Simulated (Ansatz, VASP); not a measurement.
# One calculation of Cu, two programs

```
CELL_PARAMETERS angstrom
2.48833 0.00000 0.00000
-1.24416 2.15496 0.00000
0.00000 0.00000 4.06371
ATOMIC_POSITIONS crystal
Cu 0.31732 0.63465 0.21801
Cu 0.68268 0.36535 0.78199
```

Change from the starting cell: mode 5 frozen in at -0.069 Å and mode 6 at -0.130 Å (largest displacements).

Alike in both runs: task single point; functional LDA; k mesh 21 × 21 × 12; occupations gaussian, width 0.15 eV; no spin polarisation.

|  | VASP | Ansatz |
| --- | --- | --- |
| version | VASP 6.6.1 | Ansatz 0.2.0 |
| potentials or method | VASP PAW LDA potentials, release 64 (Cu), cutoff 520 eV | scalar-relativistic, plane waves, PAW |
| valence electrons in the cell | 22 | 38 |

Ansatz gave:

| Quantity | Value |
| --- | --- |
| gap on the k mesh at the Fermi level (eV) | none |
| pressure (GPa) | 9.4 |
| traceless stress, the component that is largest in VASP (GPa) | 6.77 |
| rms of the force components (eV/Å) | 1.533 |

Q: Which values does VASP return?

A: gap on the k mesh at the Fermi level (eV): none; pressure (GPa): 10.5; traceless stress, the component that is largest in VASP (GPa): 6.72; rms of the force components (eV/Å): 1.548.

Ansatz warns that its potentials were made for another functional, while VASP's fit it. LDA's correlation is that of Perdew and Zunger in VASP and of Perdew and Wang (1992) in Ansatz. Atom by atom the forces differ by 0.015 eV/Å (rms over components). A gap of «none» marks a metal or a gap that the smearing closes. VASP's potentials hold 22 valence electrons a cell and Ansatz's 38, so a difference there can come from the potentials and not from the codes.
